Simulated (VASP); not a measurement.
A run of VASP 6.6.1:

The input INCAR:

```
PREC     = Accurate       # precision mode
ENCUT    = 520            # plane-wave cutoff, eV
EDIFF    = 1E-7           # SCF threshold, eV
ISMEAR   = -1             # smearing method
SIGMA    = 0.3            # smearing width, eV
LREAL    = False          # projectors in reciprocal space
LASPH    = True           # aspherical terms in the spheres
NELM     = 60             # most SCF steps
ALGO     = Normal         # electronic algorithm
ISIF     = 2              # what is computed and relaxed
LWAVE    = False          # write WAVECAR
LCHARG   = False          # write CHGCAR
GGA      = PS             # functional
NBANDS   = 12             # bands
```

File KPOINTS:

```
Automatic mesh
0
Gamma
  12 12 12
```

POSCAR

```
Ti
1.0
   -1.5960182638      1.5960182638      1.5960182638
    1.5960182638     -1.5960182638      1.5960182638
    1.5960182638      1.5960182638     -1.5960182638
Ti
1
Direct
    0.0000000000      0.0000000000      0.0000000000
```

Potentials or basis: VASP PAW PBE potentials, release 64 (Ti_sv).

Launch:

```bash
$ cat potpaw_PBE.64/Ti_sv/POTCAR > POTCAR
$ mpirun -np 1 vasp_std > vasp.out
```

Hardware: 1 thread of Intel Xeon 6975P-C, on a shared host.

Q: How long does it take, and how much memory?

A: It took 11 s on 1 thread of Intel Xeon 6975P-C, on a shared host, peak memory 0.14 GiB. Counts: scf iterations 14, k points 72.
